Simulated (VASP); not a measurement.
Crystal: Al5Cu.

```xyz
6
Lattice="4.9387 0.0000 0.0000 -2.4694 4.2771 0.0000 0.0000 0.0000 4.4593" Properties=species:S:1:pos:R:3 pbc="T T T"
Al    2.4694    1.4257    0.0000
Al    0.0000    2.8514    0.0000
Al    1.5971    0.0000    2.2296
Al   -0.7986    1.3831    2.2296
Al    1.6708    2.8939    2.2296
Cu    0.0000    0.0000    0.0000
```

```yaml
Program: VASP 6.6.1
Task: relaxation of cell and atoms
Functional: PBE
Potentials_or_basis: VASP PAW PBE potentials, release 64 (Al, Cu)
Cutoff: 600 eV
k_mesh: 12 × 12 × 8
Occupations: gaussian, width 0.1 eV
Spin: no spin polarisation
```

At the start: pressure 0.4 GPa; volume 15.70 Å³/atom.

Problem. Where does the relaxation end?

Solution. Over 8 steps the energy falls by 15.2 meV/atom and the volume is 15.72 Å³/atom (+0.1 %); space group P-62m (No. 189, to 0.1 Å) before and after.

Step by step:
| step | energy change (eV) | largest force (eV/Å) | pressure (GPa) | volume (Å³) |
| --- | --- | --- | --- | --- |
| 1 | 0.0000 | 0.0553 | 0.41 | 94.19 |
| 2 | -0.0809 | 0.0724 | -0.28 | 94.73 |
| 3 | -0.0875 | 0.0828 | -0.73 | 95.31 |
| 4 | -0.0877 | 0.0834 | -0.71 | 95.20 |
| 5 | -0.0905 | 0.0443 | 0.14 | 94.19 |
| 6 | -0.0906 | 0.0505 | 0.02 | 94.34 |
| 7 | -0.0910 | 0.0187 | 0.02 | 94.31 |
| 8 | -0.0911 | 0.0039 | 0.04 | 94.30 |

Final structure:
```yaml
crystal:
  lattice:
    - [4.88332, 0.00000, 0.00000]
    - [-2.44166, 4.22908, 0.00000]
    - [0.00000, 0.00000, 4.56596]
  atoms:
    - { symbol: Al, position: [0.66667, 0.33333, 0.00000] }
    - { symbol: Al, position: [0.33333, 0.66667, 0.00000] }
    - { symbol: Al, position: [0.32629, 0.00000, 0.50000] }
    - { symbol: Al, position: [0.00000, 0.32629, 0.50000] }
    - { symbol: Al, position: [0.67371, 0.67371, 0.50000] }
    - { symbol: Cu, position: [0.00000, 0.00000, 0.00000] }
```

Caveat: the highest band is partly filled, so the run has too few bands.
